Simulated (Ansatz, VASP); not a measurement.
**Two plane-wave programs on Sn**

```
Sn
1.0
    -2.00352    2.00352    1.72847
     2.00352   -2.00352    1.72847
     2.00352    2.00352   -1.72847
Sn
1
Direct
  0.50000 0.50000 0.00000
```

Alike in both runs: functional PBE; k mesh 20 × 20 × 20; occupations gaussian, width 0.1 eV; no spin polarisation.

Ansatz relaxed the structure, and its values are those at the end. VASP's run is a single point on that final structure, the one shown.

|  | VASP | Ansatz |
| --- | --- | --- |
| version | VASP 6.6.1 | Ansatz 0.2.0 |
| potentials or method | VASP PAW PBE potentials, release 64 (Sn_d), cutoff 520 eV | scalar-relativistic, plane waves, PAW |
| valence electrons in the cell | 14 | 14 |

|  | VASP | Ansatz | Ansatz less VASP |
| --- | --- | --- | --- |
| gap on the k mesh at the Fermi level (eV) | none | none | - |
| pressure (GPa) | 0.0 | 0.0 | +0.05 |

A gap of «none» marks a metal or a gap that the smearing closes. The functional is the same, so the differences come from potentials, cutoffs and numerics.
